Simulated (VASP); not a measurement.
Write the native input for VASP 6.6.1 that does the following.

| Quantity | Value |
| --- | --- |
| Task | single point |
| Functional | PBE |
| Potentials or basis | VASP PAW PBE potentials, release 64 (Be, S, O) |
| Cutoff | 520 eV |
| k mesh | 6 × 6 × 6 |
| Occupations | gaussian, width 0.1 eV |
| Spin | collinear spin, ferromagnetic start |
| Starting moments | [0.0, 0.0, 0.0, 1.0, 1.0, 1.0] μB |
| Dipole correction | no |
| Further INCAR settings | ALGO = Normal; EDIFF = 1e-07; NBANDS = 27 |

The structure of Be2SO3 lies in POSCAR:

```
Be2SO3
1.0
    5.1469275187      0.0000000000      0.0000000000
   -2.5734637594      4.4573699826      0.0000000000
    0.0000000000      0.0000000000      3.1907719574
Be S O
2 1 3
Direct
    0.3333333333      0.6666666667      0.5000000000
    0.6666666667      0.3333333333      0.5000000000
    0.0000000000      0.0000000000      0.5000000000
    0.5000000000      0.0000000000      0.5000000000
    0.0000000000      0.5000000000      0.5000000000
    0.5000000000      0.5000000000      0.5000000000
```

The cell was generated, and may not be a known phase.

The input as run:

INCAR

```
SYSTEM = Be2SO3
  PREC = Accurate
  ENCUT = 520
  EDIFF = 1E-7
  ISMEAR = 0
  SIGMA = 0.1
  LREAL = .False.
  LASPH = .True.
  NELM = 150
  ALGO = Normal
  ISIF = 2
  LWAVE = .False.
  LCHARG = .False.
  ISPIN = 2
  MAGMOM = 0 0 0 1 1 1
  LORBIT = 11
  GGA = PE
  NBANDS = 27
```

KPOINTS

```
Automatic mesh
0
Gamma
  6 6 6
  0 0 0
```

Potentials or basis: VASP PAW PBE potentials, release 64 (Be, S, O).

Run with:

```console
$ cat potpaw_PBE.64/Be/POTCAR potpaw_PBE.64/S/POTCAR potpaw_PBE.64/O/POTCAR > POTCAR
$ mpirun -np 1 vasp_std > vasp.out
```

Results of the run:

* Pressure: 0.1 GPa
* Net moment: -0.57 μB per cell
* Site moments: Be +0.00; S -0.31; O -0.03 μB
* Valence electrons inside the program's atomic spheres: Be 1.58; S 3.32; O 5.07

Caveat: a moment this small can come from the mesh or the smearing; this functional lacks dispersion, which binds layers or chains, so the pressure and a relaxed spacing across them are unreliable.

Wall time 61 s on 1 thread of Intel(R) Xeon(R) 6975P-C (Granite Rapids), on a shared host, peak memory 0.26 GiB.
